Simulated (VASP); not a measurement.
Here is a VASP 6.6.1 calculation.

INCAR

```
PREC = Accurate ; ENCUT = 520
EDIFF = 1E-7 ; ISMEAR = -1
SIGMA = 0.02 ; LREAL = F
LASPH = T ; NELM = 120
ALGO = Normal ; ISIF = 2
LWAVE = F ; LCHARG = F
GGA = PE ; IBRION = 2
NSW = 80 ; EDIFFG = -0.02
GGA_COMPAT = F ; NELMIN = 4
```

The input KPOINTS:

```
Automatic mesh
0
Gamma
  7 7 9
```

Contents of POSCAR:

```
SnO2
1.0
    4.7380000000      0.0000000000      0.0000000000
    0.0000000000      4.7380000000      0.0000000000
    0.0000000000      0.0000000000      3.1865000000
Sn O
2 4
Direct
    0.0000000000      0.0000000000      0.0000000000
    0.5000000000      0.5000000000      0.5000000000
    0.3071000000      0.3071000000      0.0000000000
    0.1929000000      0.8071000000      0.5000000000
    0.6929000000      0.6929000000      0.0000000000
    0.8071000000      0.1929000000      0.5000000000
```

Potentials or basis: VASP PAW PBE potentials, release 64 (Sn_d, O).

The run is started by

```sh
$ cat potpaw_PBE.64/Sn_d/POTCAR potpaw_PBE.64/O/POTCAR > POTCAR
$ mpirun -np 1 vasp_std > vasp.out
```

Predict the band gap on the k mesh.

1.23 eV.

What does it give for the energy gained by relaxing?

1.2 meV/atom.

Final structure:
```
Sn O
1.0
     4.73800    0.00000    0.00000
     0.00000    4.73800    0.00000
     0.00000    0.00000    3.18650
Sn O
2 4
Direct
  0.00000 0.00000 0.00000
  0.50000 0.50000 0.50000
  0.30530 0.30530 0.00000
  0.19470 0.80530 0.50000
  0.69470 0.69470 0.00000
  0.80530 0.19470 0.50000
```

Caveat: spin-orbit coupling is left out, which moves the levels of the heavy elements.
